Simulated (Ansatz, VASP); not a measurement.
ZrTi3O8 in VASP and in Ansatz

File INCAR:

```
SYSTEM = ZrTi3O8
PREC     = Accurate       ! precision mode
ENCUT    = 520            ! plane-wave cutoff, eV
EDIFF    = 1E-6           ! SCF threshold, eV
ISMEAR   = -1             ! smearing method
SIGMA    = 0.02           ! smearing width, eV
LREAL    = .FALSE.        ! projectors in reciprocal space
LASPH    = .TRUE.         ! aspherical terms in the spheres
NELM     = 60             ! most SCF steps
ALGO     = Normal         ! electronic algorithm
ISIF     = 2              ! what is computed and relaxed
LWAVE    = .FALSE.        ! write WAVECAR
LCHARG   = .FALSE.        ! write CHGCAR
GGA      = PE             ! functional
NBANDS   = 60             ! bands
```

File KPOINTS:

```
Automatic mesh
0
G
  8 8 4
  0 0 0
```

Contents of POSCAR:

```
ZrTi3O8
1.0
    5.2919599038     -1.9229502802      0.0386126336
    5.2919599038      1.9229502802      0.0386126336
   -2.7843430999      0.0000000000      7.1413590118
Ti O Zr
3 8 1
Direct
    0.0071895915      0.0071895915      0.0133925032
    0.2487934851      0.2487934851      0.3749863343
   -0.0083999127     -0.0083999127      0.4992926193
    0.4487768329      0.4487768329      0.4747778664
    0.2038482189      0.2038482189      0.1091228114
    0.0389488169      0.0389488169      0.2713889804
    0.7917986590      0.7917986590      0.3957446833
    0.4722211020      0.4722211020      0.9851723885
    0.1973481830      0.1973481830      0.5873331616
    0.0376845522      0.0376845522      0.7636806723
    0.8091032171      0.8091032171      0.9043298863
    0.2526872541      0.2526872541      0.8707780931
```

Input for Ansatz:

```yaml
crystal:
  lattice:
    - [5.2919599038, -1.9229502802, 0.0386126336]
    - [5.2919599038, 1.9229502802, 0.0386126336]
    - [-2.7843430999, 0.0, 7.1413590118]
  atoms:
    - { symbol: Ti, position: [0.0071895915, 0.0071895915, 0.0133925032] }
    - { symbol: Ti, position: [0.2487934851, 0.2487934851, 0.3749863343] }
    - { symbol: O, position: [0.4487768329, 0.4487768329, 0.4747778664] }
    - { symbol: O, position: [0.2038482189, 0.2038482189, 0.1091228114] }
    - { symbol: O, position: [0.0389488169, 0.0389488169, 0.2713889804] }
    - { symbol: O, position: [0.791798659, 0.791798659, 0.3957446833] }
    - { symbol: Ti, position: [-0.0083999127, -0.0083999127, 0.4992926193] }
    - { symbol: Zr, position: [0.2526872541, 0.2526872541, 0.8707780931] }
    - { symbol: O, position: [0.472221102, 0.472221102, 0.9851723885] }
    - { symbol: O, position: [0.197348183, 0.197348183, 0.5873331616] }
    - { symbol: O, position: [0.0376845522, 0.0376845522, 0.7636806723] }
    - { symbol: O, position: [0.8091032171, 0.8091032171, 0.9043298863] }
kpoints:
  mp_grid: { grid: [8, 8, 4] }
  band_path:
    path:
      - [[0.0, 0.0, 0.0], [-0.2878123212531, 0.2878123212531, 1.660349145294e-17]]
      - [[0.2878123212531, 0.7121876787469, -5.473507439655e-18], [0.5, 0.5, -7.615250036107e-17], [0.0, 0.0, 0.0], [0.5, 0.5, -0.5], [0.2692009387309, 0.7307990612691, -0.5]]
      - [[-0.2692009387309, 0.2692009387309, -0.5], [-4.34222560468e-19, -5.019558858153e-19, -0.5], [0.0, 0.0, 0.0]]
      - [[-4.634892180967e-17, 0.5, -0.5], [0.0, 0.0, 0.0], [-2.978368150597e-17, 0.5, -8.402574595505e-19]]
    npoints: 10
hamiltonian:
  xc: pbe
scf:
  occupations: { method: fermi_dirac, width: 0.02 }
  n_extra_bands: 7
output:
  forces: true
  stress: true
  eigenvalues: true
  write_density: true
  write_potential: true
  elf: true
  volumetric_format: npy
```

Alike in both runs: task single point; functional PBE; k mesh 8 × 8 × 4; occupations fermi-dirac, width 0.02 eV; no spin polarisation.

|  | VASP | Ansatz |
| --- | --- | --- |
| version | VASP 6.6.1 | Ansatz 0.2.0 |
| potentials or method | VASP PAW PBE potentials, release 64 (Ti_sv, O, Zr_sv) | plane waves, PAW |
| plane-wave cutoff (eV) | 520 | 420 |
| valence electrons in the cell | 96 | 96 |

```tsv
	VASP	Ansatz	Ansatz less VASP
gap on the k mesh at the Fermi level (eV)	2.30	2.32	+0.022
pressure (GPa)	4.7	4.1	-0.59
rms of the force components (eV/Å)	0.055	0.044	-0.0118
```
